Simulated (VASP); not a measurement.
# Ta2Si (I4/mcm) in VASP: notebook

Runs on Ta2Si. Level: PBEsol. Tasks: single point.

All numbers are computed with VASP 6.6.1; they aren't measurements. Logs are shortened: lines on timing, memory, paths and dates and some standing lists are left out, and cuts for length are marked.

### 1 The cell of the first run

The structure is tetragonal, space group I4/mcm (No. 140). The conventional cell has a = 6.137 Å, b = 6.137 Å, c = 5.040 Å, α = 90.00°, β = 90.00°, γ = 90.00°. Within 3.5 Å of Ta (site symmetry m2m) lie 4 Si at 2.62 Å and 11 Ta at 2.83 to 3.25 Å. Within 3.3 Å of Si (site symmetry 422) lie 2 Si at 2.52 Å and 8 Ta at 2.62 Å.

### 2 Single point, PBEsol

The input, INCAR:

```
PREC = Accurate
ENCUT = 520
EDIFF = 1E-6
ISMEAR = 0
SIGMA = 0.15
LREAL = F
LASPH = T
NELM = 80
ALGO = Fast
ISIF = 2
LWAVE = F
LCHARG = F
GGA = PS
NBANDS = 35
```

The input, KPOINTS:

```
Automatic mesh
0
Gamma
  10 10 10
```

The input, POSCAR:

```
Ta2Si
1.0
   -3.0683767195      3.0683767195      2.5198993614
    3.0683767195     -3.0683767195      2.5198993614
    3.0683767195      3.0683767195     -2.5198993614
Ta Si
4 2
Direct
    0.6630661939      0.8369338061      0.5000000000
    0.8369338061      0.3369338061      0.1738676123
    0.3369338061      0.1630661939      0.5000000000
    0.1630661939      0.6630661939      0.8261323877
    0.2500000000      0.2500000000      0.0000000000
    0.7500000000      0.7500000000      0.0000000000
```

Potentials or basis: VASP PAW PBE potentials, release 64 (Ta_pv, Si).

Started as:

```sh
> cat potpaw_PBE.64/Ta_pv/POTCAR potpaw_PBE.64/Si/POTCAR > POTCAR
> mpirun -np 1 vasp_std > vasp.out
```

OUTCAR:

```text
PREC = Accurate
   ENCUT = 520
   EDIFF = 1E-6
   ISMEAR = 0
   LREAL = F
   LASPH = T
   NELM = 80
   ISIF = 2
   GGA = PS

 ion  position               nearest neighbor table
   1  0.663  0.837  0.500-   5 2.62   6 2.62   6 2.62   5 2.62   3 2.83   3 2.94   3 2.94   2 3.22
                             4 3.22   4 3.22   2 3.22   4 3.25   2 3.25   4 3.25   2 3.25
   2  0.837  0.337  0.174-   6 2.62   5 2.62   5 2.62   6 2.62   4 2.83   4 2.94   4 2.94   1 3.22
                             3 3.22   3 3.22   1 3.22   1 3.25   3 3.25   3 3.25   1 3.25
   3  0.337  0.163  0.500-   6 2.62   5 2.62   5 2.62   6 2.62   1 2.83   1 2.94   1 2.94   2 3.22
                             4 3.22   4 3.22   2 3.22   4 3.25   2 3.25   2 3.25   4 3.25
   4  0.163  0.663  0.826-   6 2.62   5 2.62   5 2.62   6 2.62   2 2.83   2 2.94   2 2.94   3 3.22
                             1 3.22   1 3.22   3 3.22   3 3.25   1 3.25   1 3.25   3 3.25
   5  0.250  0.250  0.000-   6 2.52   6 2.52   1 2.62   3 2.62   1 2.62   3 2.62   2 2.62   4 2.62
                             4 2.62   2 2.62
   6  0.750  0.750  0.000-   5 2.52   5 2.52   3 2.62   1 2.62   3 2.62   1 2.62   4 2.62   2 2.62
                             4 2.62   2 2.62

  LATTYP: Found a body centered tetragonal cell.
 ALAT       =     6.1367534390
 C/A-ratio  =     0.8212483641

  Lattice vectors:

 A1 = (  -3.0683767195,   3.0683767195,   2.5198993614)
 A2 = (   3.0683767195,  -3.0683767195,   2.5198993614)
 A3 = (   3.0683767195,   3.0683767195,  -2.5198993614)

Analysis of symmetry for initial positions (statically):
=====================================================================
 Subroutine PRICEL returns:
 Original cell was already a primitive cell.

 Routine SETGRP: Setting up the symmetry group for a
 body centered tetragonal supercell.

 Subroutine GETGRP returns: Found 16 space group operations
 (whereof  8 operations were pure point group operations)
 out of a pool of 16 trial point group operations.

The static configuration has the point symmetry C_4h.
 The point group associated with its full space group is D_4h.

Analysis of symmetry for dynamics (positions and initial velocities):
=====================================================================
 Subroutine PRICEL returns:
 Original cell was already a primitive cell.

 Routine SETGRP: Setting up the symmetry group for a
 body centered tetragonal supercell.

 Subroutine GETGRP returns: Found 16 space group operations
 (whereof  8 operations were pure point group operations)
 out of a pool of 16 trial point group operations.

The dynamic configuration has the point symmetry C_4h.
 The point group associated with its full space group is D_4h.

 Subroutine INISYM returns: Found 16 space group operations
 (whereof  8 operations are pure point group operations),
 and found     1 'primitive' translations

----------------------------------------------------------------------------------------

                                     Primitive cell

  volume of cell :      94.8988

  direct lattice vectors                    reciprocal lattice vectors
    -3.068376719  3.068376719  2.519899361     0.000000000  0.162952612  0.198420623
     3.068376719 -3.068376719  2.519899361     0.162952612  0.000000000  0.198420623
     3.068376719  3.068376719 -2.519899361     0.162952612  0.162952612  0.000000000

  length of vectors
     5.017944218  5.017944218  5.017944218     0.256757273  0.256757273  0.230449793

  position of ions in fractional coordinates (direct lattice)
     0.663066194  0.836933806  0.500000000
     0.836933806  0.336933806  0.173867612
     0.336933806  0.163066194  0.500000000
     0.163066194  0.663066194  0.826132388
     0.250000000  0.250000000  0.000000000
     0.750000000  0.750000000  0.000000000

  ion indices of the primitive-cell ions
   primitive index   ion index
                 1           1
                 2           2
                 3           3
                 4           4
                 5           5
                 6           6

----------------------------------------------------------------------------------------

 KPOINTS: Automatic mesh

Automatic generation of k-mesh.
 Grid dimensions read from file:
 generate k-points for:   10   10   10

 Generating k-lattice:

  Cartesian coordinates                     Fractional coordinates (reciprocal lattice)
     0.000000000  0.016295261  0.019842062     0.100000000  0.000000000  0.000000000
     0.016295261  0.000000000  0.019842062     0.000000000  0.100000000  0.000000000
     0.016295261  0.016295261  0.000000000     0.000000000  0.000000000  0.100000000

  Length of vectors
     0.025675727  0.025675727  0.023044979

  Shift w.r.t. Gamma in fractional coordinates (k-lattice)
     0.000000000  0.000000000  0.000000000

 Subroutine IBZKPT returns following result:
 ===========================================

 Found    102 irreducible k-points:

 Following reciprocal coordinates:
            Coordinates               Weight
  0.000000  0.000000  0.000000      1.000000
  0.100000 -0.000000  0.000000      8.000000
  0.200000 -0.000000  0.000000      8.000000
  0.300000 -0.000000  0.000000      8.000000
  0.400000 -0.000000  0.000000      8.000000
  0.500000 -0.000000  0.000000      4.000000
[... 16 lines left out ...]
  0.300000  0.300000  0.000000      8.000000
  0.400000  0.300000  0.000000     16.000000
 [... further k-points ...]
   k-points           NKPTS =    102   k-points in BZ     NKDIM =    102   number of bands    NBANDS=     35
   number of dos      NEDOS =    301   number of ions     NIONS =      6
   total plane-waves  NPLWV =  64000
   dimension x,y,z NGX =    40 NGY =   40 NGZ =   40
   dimension x,y,z NGXF=    80 NGYF=   80 NGZF=   80
   ions per type =               4   2
   NGX,Y,Z   is equivalent  to a cutoff of  13.25, 13.25, 13.25 a.u.
   NGXF,Y,Z  is equivalent  to a cutoff of  26.50, 26.50, 26.50 a.u.
 SYSTEM =  unknown system
   PREC   = accura    normal or accurate (medium, high low for compatibility)
   ISTART =      0    job   : 0-new  1-cont  2-samecut
   ICHARG =      2    charge: 1-file 2-atom 10-const
   ISPIN  =      1    spin polarized calculation?
   LNONCOLLINEAR =      F non collinear calculations
   LSORBIT =      F    spin-orbit coupling
   LASPH  =      T    aspherical Exc in radial PAW
   ENCUT  =  520.0 eV  38.22 Ry    6.18 a.u.   9.33  9.33  9.33*2*pi/ulx,y,z
   NELM   =     80;   NELMIN=  2; NELMDL= -5     # of ELM steps
   EDIFF  = 0.1E-05   stopping-criterion for ELM
   LREAL  =      F    real-space projection
   EDIFFG = 0.1E-04   stopping-criterion for IOM
   NSW    =      0    number of steps for IOM
   IBRION =     -1    ionic relax: 0-MD 1-quasi-New 2-CG
   NFREE  =      0    steps in history (QN), initial steepest desc. (CG)
   ISIF   =      2    stress and relaxation
   ISYM   =      2    0-nonsym 1-usesym 2-fastsym
   POTIM  = 0.5000    time-step for ionic-motion
   TEBEG  =    0.0;   TEEND  =   0.0 temperature during run
   PSTRESS=    0.0 pullay stress
   NELECT =      52.0000    total number of electrons
   NUPDOWN=      -1.0000    fix difference up-down
   EMIN   =  10.00;   EMAX   =-10.00  energy-range for DOS
   EFERMI =   0.00;   METHOD = LEGACY
   ISMEAR =     0;   SIGMA  =   0.15  broadening in eV -4-tet -1-fermi 0-gaus
   EFERMI_NEDOS =   21; number of points for ismear=-14 and -15
   IALGO  =     68    algorithm
   IMIX   =      4    mixing-type and parameters
     AMIX     =   0.40;   BMIX     =  1.00
     AMIX_MAG =   1.60;   BMIX_MAG =  1.00
  volume/ion in A,a.u.               =      15.82       106.73
  Fermi-wavevector in a.u.,A,eV,Ry     =   1.339643  2.531558 24.417607  1.794644
  Thomas-Fermi vector in A             =   2.468019
   LORBIT       =      0    0 simple, 1 ext, 2 COOP (PROOUT), +10 PAW based schemes
   GGA     = PS    functional components
   LHFCALC =     F    Hartree Fock is set to
   AEXX    =    0.0000 exact exchange contribution
   IVDW    =     0    specifies the selected vdW correction
   LEPSILON=     F    determine dielectric tensor
   LRPA    =     F    only Hartree local field effects (RPA)
 non-spin polarized calculation
 RMM-DIIS sequential band-by-band and
 Gauss-broadening in eV      SIGMA  =   0.15
  energy-cutoff  :      520.00
  volume of cell :       94.90
 maximum number of plane-waves:      2589
 NGX is ok and might be reduce to    40
   NGX = 19   NGY = 19   NGZ = 19

 number of electron      52.0000000 magnetization

 Free energy of the ion-electron system (eV)
  ---------------------------------------------------
  ext. energy  EPLUGINS =         0.00000000
  ---------------------------------------------------
  free energy    TOTEN  =       -65.32778998 eV

  energy without entropy =      -65.29091959  energy(sigma->0) =      -65.30935478

 E-fermi :   7.5446     XC(G=0): -12.5989

 val. band max:        7.5328626938   @ k =  -0.2000   0.2000   0.2000
 cond. band min:       7.5467363219   @ k =   0.2000   0.2000   0.0000
 fundamental gap:      0.0138736280
 Fermi energy:         7.5445693058

 k-point     1 :       0.0000    0.0000    0.0000
  band No.  band energies     occupation
      1     -26.9301      2.00000
      2     -26.9281      2.00000
      3     -26.9281      2.00000
      4     -26.8681      2.00000
      5     -26.8681      2.00000
      6     -26.8407      2.00000
[... 27 lines left out ...]
     34      11.9432      0.00000
     35      13.1934      0.00000

 k-point     2 :       0.1000   -0.0000    0.0000
  band No.  band energies     occupation
      1     -26.9603      2.00000
      2     -26.9537      2.00000
      3     -26.9275      2.00000
      4     -26.8442      2.00000
      5     -26.8394      2.00000
      6     -26.8290      2.00000
[... 27 lines left out ...]
     34      11.6888      0.00000
     35      13.0398      0.00000
[... 796 lines left out ...]
     34      11.1560      0.00000
     35      12.1514      0.00000

 k-point    24 :       0.4000    0.3000    0.0000
  band No.  band energies     occupation
      1     -27.0315      2.00000
      2     -26.9566      2.00000
      3     -26.9363      2.00000
      4     -26.8586      2.00000
      5     -26.8241      2.00000
      6     -26.7546      2.00000
[... 27 lines left out ...]
     34      11.3650      0.00000
     35      11.8818      0.00000

 [... further k-points ...]

------------------------ aborting loop because EDIFF is reached ----------------------------------------

  FORCE on cell =-STRESS in cart. coord.  units (eV):
  Direction    XX          YY          ZZ          XY          YZ          ZX
  --------------------------------------------------------------------------------------
  -------------------------------------------------------------------------------------
  Total        0.1716360      0.1716360      0.1702811      0.0000000      0.0000000      0.0000000
  in kB        2.8977341      2.8977341      2.8748587      0.0000000      0.0000000      0.0000000
  external PRESSURE =       2.8901090 kB  Pullay stress =       0.0000000 kB

 VOLUME and BASIS-vectors are now :
 -----------------------------------------------------------------------------
  energy-cutoff  :      520.00
  volume of cell :       94.90
      direct lattice vectors                 reciprocal lattice vectors
    -3.068376719  3.068376719  2.519899361     0.000000000  0.162952612  0.198420623
     3.068376719 -3.068376719  2.519899361     0.162952612  0.000000000  0.198420623
     3.068376719  3.068376719 -2.519899361     0.162952612  0.162952612  0.000000000

 POSITION                                       TOTAL-FORCE (eV/Angst)
 -----------------------------------------------------------------------------------
      2.06768      1.00070      2.51990         0.009852     -0.009852     -0.000000
     -1.00070      2.06768      2.51990         0.009852      0.009852      0.000000
      1.00070      2.06768      0.00000        -0.009852      0.009852     -0.000000
      4.06907      1.00070      0.00000        -0.009852     -0.009852     -0.000000
      0.00000      0.00000      1.25995        -0.000000      0.000000     -0.000000
      0.00000      0.00000      3.77985        -0.000000      0.000000     -0.000000
 -----------------------------------------------------------------------------------
    total drift:                                0.000000      0.000000     -0.000000

  FREE ENERGIE OF THE ION-ELECTRON SYSTEM (eV)
  ---------------------------------------------------
  free  energy   TOTEN  =       -65.3277899818 eV

  energy  without entropy=      -65.2909195868  energy(sigma->0) =      -65.30935478
```

Run time: 6.1 min. Hardware: 1 thread of Intel Xeon 6975P-C (Granite Rapids), shared host; peak memory 0.42 GiB.

What came out:

* Free energy: -65.3278 eV
* Pressure: 0.3 GPa
* Largest force: 0.014 eV/Å
* Band gap on the k mesh: zero (band 26 reaches 7.89 eV, above the bottom of band 27 at 7.14 eV)

Forces in eV/Å, atoms in the order of the input:
```
Ta   0.010 -0.010  0.000
Ta   0.010  0.010  0.000
Ta  -0.010  0.010  0.000
Ta  -0.010 -0.010  0.000
Si   0.000  0.000  0.000
Si   0.000  0.000  0.000
```

Caveat: the PAW data sets were made with another functional, which shifts forces and pressure a little; spin-orbit coupling is left out, which moves the levels of the heavy elements.

(Part 1 of 2 ends here.)
